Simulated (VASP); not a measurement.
# PN (Pnma) in VASP: a series of runs

Runs on PN. Level: PBE. Tasks: single point.

Everything below comes from runs of VASP 6.6.1. Logs are shortened: lines on timing, memory, paths and dates and some standing lists are left out, and cuts for length are marked.

### 1 The cell of the first run

The structure is orthorhombic, space group Pnma (No. 62). Conventional cell: a = 6.251 Å, b = 3.050 Å, c = 3.738 Å, α = 90.00°, β = 90.00°, γ = 90.00°. Within 2.4 Å of P (site symmetry m) lie 4 N at 1.84 to 1.96 Å and 2 P at 2.27 Å. Within 2.5 Å of N (site symmetry m) lie 4 P at 1.84 to 1.96 Å and 2 N at 2.50 Å.

The cell was built from a structure type or drawn by symmetry, and may not be a known phase.

### 2 Single point, PBE

INCAR

```
  PREC = Accurate
  ENCUT = 520
  EDIFF = 1E-6
  ISMEAR = 0
  SIGMA = 0.1
  LREAL = F
  LASPH = T
  NELM = 80
  ALGO = Normal
  ISIF = 2
  LWAVE = F
  LCHARG = T
  GGA = PE
  LELF = T
  LVHAR = T
  NBANDS = 30
```

KPOINTS

```
Automatic mesh
0
Gamma
  6 12 10
```

POSCAR

```
PN
1.0
    6.2510821326      0.0000000000      0.0000000000
    0.0000000000      3.0495527147      0.0000000000
    0.0000000000      0.0000000000      3.7383879454
P N
4 4
Direct
    0.0742320867      0.7500000000      0.8117241708
    0.4257679133      0.2500000000      0.3117241708
    0.5742320867      0.7500000000      0.6882758292
    0.9257679133      0.2500000000      0.1882758292
    0.1577469983      0.2500000000      0.5142051864
    0.3422530017      0.7500000000      0.0142051864
    0.6577469983      0.2500000000      0.9857948136
    0.8422530017      0.7500000000      0.4857948136
```

Potentials or basis: VASP PAW PBE potentials, release 64 (P, N).

Started as:

```bash
cat potpaw_PBE.64/P/POTCAR potpaw_PBE.64/N/POTCAR > POTCAR
mpirun -np 1 vasp_std > vasp.out
```

OUTCAR:

```text
PREC = Accurate
   ENCUT = 520
   EDIFF = 1E-6
   ISMEAR = 0
   LREAL = F
   LASPH = T
   NELM = 80
   ISIF = 2
   GGA = PE

 ion  position               nearest neighbor table
   1  0.074  0.750  0.812-   6 1.84   8 1.89   5 1.96   5 1.96   4 2.27   4 2.27   4 2.94   4 2.94

   2  0.426  0.250  0.312-   5 1.84   7 1.89   6 1.96   6 1.96   3 2.27   3 2.27   3 2.94   3 2.94

   3  0.574  0.750  0.688-   8 1.84   6 1.89   7 1.96   7 1.96   2 2.27   2 2.27   2 2.94   2 2.94

   4  0.926  0.250  0.188-   7 1.84   5 1.89   8 1.96   8 1.96   1 2.27   1 2.27   1 2.94   1 2.94

   5  0.158  0.250  0.514-   2 1.84   4 1.89   1 1.96   1 1.96
   6  0.342  0.750  0.014-   1 1.84   3 1.89   2 1.96   2 1.96
   7  0.658  0.250  0.986-   4 1.84   2 1.89   3 1.96   3 1.96
   8  0.842  0.750  0.486-   3 1.84   1 1.89   4 1.96   4 1.96

  LATTYP: Found a simple orthorhombic cell.
 ALAT       =     3.0495527147
 B/A-ratio  =     1.2258807422
 C/A-ratio  =     2.0498357357

  Lattice vectors:

 A1 = (   0.0000000000,   3.0495527147,   0.0000000000)
 A2 = (   0.0000000000,   0.0000000000,   3.7383879454)
 A3 = (   6.2510821326,   0.0000000000,   0.0000000000)

Analysis of symmetry for initial positions (statically):
=====================================================================
 Subroutine PRICEL returns:
 Original cell was already a primitive cell.

 Routine SETGRP: Setting up the symmetry group for a
 simple orthorhombic supercell.

 Subroutine GETGRP returns: Found  8 space group operations
 (whereof  2 operations were pure point group operations)
 out of a pool of  8 trial point group operations.

The static configuration has the point symmetry S_2 .
 The point group associated with its full space group is D_2h.

Analysis of symmetry for dynamics (positions and initial velocities):
=====================================================================
 Subroutine PRICEL returns:
 Original cell was already a primitive cell.

 Routine SETGRP: Setting up the symmetry group for a
 simple orthorhombic supercell.

 Subroutine GETGRP returns: Found  8 space group operations
 (whereof  2 operations were pure point group operations)
 out of a pool of  8 trial point group operations.

The dynamic configuration has the point symmetry S_2 .
 The point group associated with its full space group is D_2h.

 Subroutine INISYM returns: Found  8 space group operations
 (whereof  2 operations are pure point group operations),
 and found     1 'primitive' translations

----------------------------------------------------------------------------------------

                                     Primitive cell

  volume of cell :      71.2649

  direct lattice vectors                    reciprocal lattice vectors
     6.251082133  0.000000000  0.000000000     0.159972302  0.000000000  0.000000000
     0.000000000  3.049552715  0.000000000     0.000000000  0.327916942  0.000000000
     0.000000000  0.000000000  3.738387945     0.000000000  0.000000000  0.267494978

  length of vectors
     6.251082133  3.049552715  3.738387945     0.159972302  0.327916942  0.267494978

  position of ions in fractional coordinates (direct lattice)
     0.074232087  0.750000000  0.811724171
     0.425767913  0.250000000  0.311724171
     0.574232087  0.750000000  0.688275829
     0.925767913  0.250000000  0.188275829
     0.157746998  0.250000000  0.514205186
     0.342253002  0.750000000  0.014205186
     0.657746998  0.250000000  0.985794814
     0.842253002  0.750000000  0.485794814

  ion indices of the primitive-cell ions
   primitive index   ion index
                 1           1
                 2           2
                 3           3
                 4           4
                 5           5
                 6           6
                 7           7
                 8           8

----------------------------------------------------------------------------------------

 KPOINTS: Automatic mesh

Automatic generation of k-mesh.
 Grid dimensions read from file:
 generate k-points for:    6   12   10

 Generating k-lattice:

  Cartesian coordinates                     Fractional coordinates (reciprocal lattice)
     0.026662050  0.000000000  0.000000000     0.166666667  0.000000000  0.000000000
     0.000000000  0.027326412  0.000000000     0.000000000  0.083333333  0.000000000
     0.000000000  0.000000000  0.026749498     0.000000000  0.000000000  0.100000000

  Length of vectors
     0.026662050  0.027326412  0.026749498

  Shift w.r.t. Gamma in fractional coordinates (k-lattice)
     0.000000000  0.000000000  0.000000000

 Subroutine IBZKPT returns following result:
 ===========================================

 Found    168 irreducible k-points:

 Following reciprocal coordinates:
            Coordinates               Weight
  0.000000  0.000000  0.000000      1.000000
  0.166667  0.000000  0.000000      2.000000
  0.333333  0.000000  0.000000      2.000000
  0.500000  0.000000  0.000000      1.000000
  0.000000  0.083333  0.000000      2.000000
  0.166667  0.083333  0.000000      4.000000
[... 16 lines left out ...]
  0.333333  0.416667  0.000000      4.000000
  0.500000  0.416667  0.000000      2.000000
 [... further k-points ...]
   k-points           NKPTS =    168   k-points in BZ     NKDIM =    168   number of bands    NBANDS=     30
   number of dos      NEDOS =    301   number of ions     NIONS =      8
   total plane-waves  NPLWV =  32256
   dimension x,y,z NGX =    48 NGY =   24 NGZ =   28
   dimension x,y,z NGXF=    96 NGYF=   48 NGZF=   56
   ions per type =               4   4
   NGX,Y,Z   is equivalent  to a cutoff of  12.77, 13.08, 12.45 a.u.
   NGXF,Y,Z  is equivalent  to a cutoff of  25.53, 26.17, 24.90 a.u.
 SYSTEM =  unknown system
   PREC   = accura    normal or accurate (medium, high low for compatibility)
   ISTART =      0    job   : 0-new  1-cont  2-samecut
   ICHARG =      2    charge: 1-file 2-atom 10-const
   ISPIN  =      1    spin polarized calculation?
   LNONCOLLINEAR =      F non collinear calculations
   LSORBIT =      F    spin-orbit coupling
   LASPH  =      T    aspherical Exc in radial PAW
   ENCUT  =  520.0 eV  38.22 Ry    6.18 a.u.  11.62  5.67  6.95*2*pi/ulx,y,z
   NELM   =     80;   NELMIN=  2; NELMDL= -5     # of ELM steps
   EDIFF  = 0.1E-05   stopping-criterion for ELM
   LREAL  =      F    real-space projection
   EDIFFG = 0.1E-04   stopping-criterion for IOM
   NSW    =      0    number of steps for IOM
   IBRION =     -1    ionic relax: 0-MD 1-quasi-New 2-CG
   NFREE  =      0    steps in history (QN), initial steepest desc. (CG)
   ISIF   =      2    stress and relaxation
   ISYM   =      2    0-nonsym 1-usesym 2-fastsym
   POTIM  = 0.5000    time-step for ionic-motion
   TEBEG  =    0.0;   TEEND  =   0.0 temperature during run
   PSTRESS=    0.0 pullay stress
   NELECT =      40.0000    total number of electrons
   NUPDOWN=      -1.0000    fix difference up-down
   EMIN   =  10.00;   EMAX   =-10.00  energy-range for DOS
   EFERMI =   0.00;   METHOD = LEGACY
   ISMEAR =     0;   SIGMA  =   0.10  broadening in eV -4-tet -1-fermi 0-gaus
   EFERMI_NEDOS =   21; number of points for ismear=-14 and -15
   IALGO  =     38    algorithm
   IMIX   =      4    mixing-type and parameters
     AMIX     =   0.40;   BMIX     =  1.00
     AMIX_MAG =   1.60;   BMIX_MAG =  1.00
  volume/ion in A,a.u.               =       8.91        60.11
  Fermi-wavevector in a.u.,A,eV,Ry     =   1.350422  2.551928 24.812132  1.823640
  Thomas-Fermi vector in A             =   2.477928
   LORBIT       =      0    0 simple, 1 ext, 2 COOP (PROOUT), +10 PAW based schemes
   GGA     = PE    functional components
   LHFCALC =     F    Hartree Fock is set to
   AEXX    =    0.0000 exact exchange contribution
   IVDW    =     0    specifies the selected vdW correction
   LEPSILON=     F    determine dielectric tensor
   LRPA    =     F    only Hartree local field effects (RPA)
 non-spin polarized calculation
 Gauss-broadening in eV      SIGMA  =   0.10
  energy-cutoff  :      520.00
  volume of cell :       71.26
 maximum number of plane-waves:      1944
 NGX is ok and might be reduce to    48
   NGX = 23   NGY = 11   NGZ = 13

 number of electron      40.0000002 magnetization

 Free energy of the ion-electron system (eV)
  ---------------------------------------------------
  ext. energy  EPLUGINS =         0.00000000
  ---------------------------------------------------
  free energy    TOTEN  =       -52.59649213 eV

  energy without entropy =      -52.59349517  energy(sigma->0) =      -52.59499365

 E-fermi :  12.2998     XC(G=0): -12.4770

 val. band max:       12.2949180807   @ k =   0.3333   0.0000   0.1000
 cond. band min:      12.3126573457   @ k =   0.0000   0.0833   0.3000
 fundamental gap:      0.0177392651
 Fermi energy:        12.2998293019

 k-point     1 :       0.0000    0.0000    0.0000
  band No.  band energies     occupation
      1      -9.9027      2.00000
      2      -7.1173      2.00000
      3      -6.8812      2.00000
      4      -2.9664      2.00000
      5      -1.6287      2.00000
      6       0.1801      2.00000
[... 22 lines left out ...]
     29      17.2319      0.00000
     30      18.0551      0.00000

 k-point     2 :       0.1667    0.0000    0.0000
  band No.  band energies     occupation
      1      -9.8173      2.00000
      2      -7.8486      2.00000
      3      -6.0689      2.00000
      4      -3.1253      2.00000
      5      -1.5198      2.00000
      6       0.1283      2.00000
[... 22 lines left out ...]
     29      17.3710      0.00000
     30      17.9161      0.00000

 k-point     3 :       0.3333    0.0000    0.0000
  band No.  band energies     occupation
      1      -9.5624      2.00000
      2      -8.5659      2.00000
      3      -5.1335      2.00000
      4      -3.5773      2.00000
      5      -1.1907      2.00000
      6      -0.1291      2.00000
[... 682 lines left out ...]
     29      19.8782      0.00000
     30      20.0390      0.00000

 k-point    24 :       0.5000    0.4167    0.0000
  band No.  band energies     occupation
      1      -7.0935      2.00000
      2      -7.0935      2.00000
      3      -5.4960      2.00000
      4      -5.4960      2.00000
      5      -0.4672      2.00000
      6      -0.4672      2.00000
[... 22 lines left out ...]
     29      19.9871      0.00000
     30      19.9871      0.00000

 [... further k-points ...]

------------------------ aborting loop because EDIFF is reached ----------------------------------------

  FORCE on cell =-STRESS in cart. coord.  units (eV):
  Direction    XX          YY          ZZ          XY          YZ          ZX
  --------------------------------------------------------------------------------------
  -------------------------------------------------------------------------------------
  Total       -0.3651659     -0.2395848     -0.3157543      0.0000000      0.0000000      0.0000000
  in kB       -8.2096579     -5.3863447     -7.0987863      0.0000000      0.0000000      0.0000000
  external PRESSURE =      -6.8982630 kB  Pullay stress =       0.0000000 kB

 VOLUME and BASIS-vectors are now :
 -----------------------------------------------------------------------------
  energy-cutoff  :      520.00
  volume of cell :       71.26
      direct lattice vectors                 reciprocal lattice vectors
     6.251082133  0.000000000  0.000000000     0.159972302  0.000000000  0.000000000
     0.000000000  3.049552715  0.000000000     0.000000000  0.327916942  0.000000000
     0.000000000  0.000000000  3.738387945     0.000000000  0.000000000  0.267494978

 POSITION                                       TOTAL-FORCE (eV/Angst)
 -----------------------------------------------------------------------------------
      0.46403      2.28716      3.03454         0.021032     -0.000000     -0.016717
      2.66151      0.76239      1.16535        -0.021032      0.000000     -0.016717
      3.58957      2.28716      2.57304         0.021032     -0.000000      0.016717
      5.78705      0.76239      0.70385        -0.021032      0.000000      0.016717
      0.98609      0.76239      1.92230         0.006964     -0.000000     -0.007877
      2.13945      2.28716      0.05310        -0.006964     -0.000000     -0.007877
      4.11163      0.76239      3.68528         0.006964      0.000000      0.007877
      5.26499      2.28716      1.81609        -0.006964     -0.000000      0.007877
 -----------------------------------------------------------------------------------
    total drift:                                0.000000     -0.000000      0.000000

  FREE ENERGIE OF THE ION-ELECTRON SYSTEM (eV)
  ---------------------------------------------------
  free  energy   TOTEN  =       -52.5964921295 eV

  energy  without entropy=      -52.5934951708  energy(sigma->0) =      -52.59499365
```

Run time: 1.9 min. Hardware: 1 thread of Intel Xeon 6975P-C (Granite Rapids), shared host; peak memory 0.35 GiB.

What came out:

| Property | Result |
| --- | --- |
| Free energy | -52.5965 eV |
| Pressure | -0.7 GPa |
| Largest force | 0.027 eV/Å |
| Band gap on the k mesh | zero (bands 20 and 21 overlap by 0.54 eV) |

Forces in eV/Å, atoms in the order of the input:
```
P    0.021  0.000 -0.017
P   -0.021  0.000 -0.017
P    0.021  0.000  0.017
P   -0.021  0.000  0.017
N    0.007  0.000 -0.008
N   -0.007  0.000 -0.008
N    0.007  0.000  0.008
N   -0.007  0.000  0.008
```

Stress tensor (GPa, compression positive):
```
-0.82  0.00  0.00
 0.00 -0.54  0.00
 0.00  0.00 -0.71
```

### 3 Single point, PBE, collinear spin, ferromagnetic start

This run uses another cell than the first one, of 5.76 Å³/atom.

INCAR

```
SYSTEM = PN
PREC = Accurate
ENCUT = 520
EDIFF = 1E-6
ISMEAR = 0
SIGMA = 0.1
LREAL = .False.
LASPH = .True.
NELM = 150
ALGO = Normal
ISIF = 2
LWAVE = .False.
LCHARG = .False.
ISPIN = 2
MAGMOM = 0 0 0 0 1 1 1 1
LORBIT = 11
GGA = PE
NBANDS = 34
```

KPOINTS

```
regular mesh
0
Gamma
  4 6 6
  0 0 0
```

POSCAR

```
PN
1.0
    5.5550880200      0.0000000000      0.0000000000
    0.0000000000      2.5705060200      0.0000000000
    0.0000000000      0.0000000000      3.2272151900
P N
4 4
Direct
    0.0564999900      0.7500000000      0.8499500200
    0.4435000100      0.2500000000      0.3499500200
    0.5564999900      0.7500000000      0.6500499800
    0.9435000100      0.2500000000      0.1500499800
    0.1542829900      0.2500000000      0.5311769800
    0.3457170100      0.7500000000      0.0311769800
    0.6542829900      0.2500000000      0.9688230200
    0.8457170100      0.7500000000      0.4688230200
```

Potentials or basis: VASP PAW PBE potentials, release 64 (P, N).

Started as:

```bash
cat potpaw_PBE.64/P/POTCAR potpaw_PBE.64/N/POTCAR > POTCAR
mpirun -np 1 vasp_std > vasp.out
```

It took 56 s on 1 thread of Intel Xeon 6975P-C (Granite Rapids), shared host; peak memory 0.23 GiB.

It converged, with:

* Free energy: -32.0374 eV
* Pressure: 303.1 GPa
* Largest force: 20.687 eV/Å
* Band gap on the k mesh: zero (filled and empty bands overlap)
* Net moment: 0.00 μB per cell
* Valence electrons inside the program's atomic spheres: P 2.97; N 4.16

Forces in eV/Å, atoms in the order of the input:
```
P    11.934   0.000 -16.897
P   -11.934   0.000 -16.897
P    11.934   0.000  16.897
P   -11.934   0.000  16.897
N     3.777   0.000  -1.324
N    -3.777   0.000  -1.324
N     3.777   0.000   1.324
N    -3.777   0.000   1.324
```

Stress tensor (GPa, compression positive):
```
230.38   0.00   0.00
  0.00 370.62   0.00
  0.00   0.00 308.18
```

Levels at points of the mesh, in eV from the Fermi level:
Spin up:
| k point | band 17 | band 18 | band 19 | band 20 | band 21 | band 22 | band 23 | band 24 |
| --- | --- | --- | --- | --- | --- | --- | --- | --- |
| (0.00, 0.00, 0.00) | -4.40 | -2.25 | -1.08 | -1.01 | 1.15 | 2.32 | 3.07 | 5.68 |
| (0.50, 0.00, 0.00) | -3.63 | -3.63 | -0.08 | -0.08 | 1.04 | 1.04 | 2.05 | 2.05 |
| (0.00, 0.50, 0.00) | -6.22 | -6.22 | -2.31 | -2.31 | -0.02 | -0.02 | 0.31 | 0.31 |
| (0.50, 0.50, 0.00) | -4.81 | -4.81 | -4.81 | -4.81 | 1.73 | 1.73 | 1.73 | 1.73 |
| (0.00, 0.00, 0.50) | -4.58 | -4.58 | -2.26 | -2.26 | 1.78 | 1.78 | 4.41 | 4.41 |
| (0.50, 0.00, 0.50) | -4.57 | -4.57 | -1.37 | -1.37 | 2.87 | 2.87 | 3.55 | 3.55 |
| (0.00, 0.50, 0.50) | -3.75 | -3.75 | -2.87 | -2.87 | 3.95 | 3.95 | 4.23 | 4.23 |
| (0.50, 0.50, 0.50) | -1.65 | -1.65 | -1.65 | -1.65 | 5.62 | 5.62 | 5.62 | 5.62 |
Spin down:
```tsv
k point	band 16	band 17	band 18	band 19	band 20	band 21	band 22	band 23	band 24	band 25
(0.00, 0.00, 0.00)	-6.04	-4.40	-2.25	-1.08	-1.01	1.15	2.32	3.07	5.68	5.90
(0.50, 0.00, 0.00)	-5.17	-3.63	-3.63	-0.08	-0.08	1.04	1.04	2.05	2.05	5.88
(0.00, 0.50, 0.00)	-8.34	-6.22	-6.22	-2.31	-2.31	-0.02	-0.02	0.31	0.31	8.11
(0.50, 0.50, 0.00)	-8.11	-4.81	-4.81	-4.81	-4.81	1.73	1.73	1.73	1.73	6.80
(0.00, 0.00, 0.50)	-4.74	-4.58	-4.58	-2.26	-2.26	1.78	1.78	4.41	4.41	5.87
(0.50, 0.00, 0.50)	-4.97	-4.57	-4.57	-1.37	-1.37	2.87	2.87	3.55	3.55	4.64
(0.00, 0.50, 0.50)	-5.54	-3.75	-3.75	-2.87	-2.87	3.95	3.95	4.23	4.23	9.58
(0.50, 0.50, 0.50)	-9.34	-1.65	-1.65	-1.65	-1.65	5.62	5.62	5.62	5.62	9.25
```

Caveat: the k points lie up to 0.41 Å⁻¹ apart; forces of over 1 eV/Å act on the atoms, so gaps and moduli don't describe the material at rest.
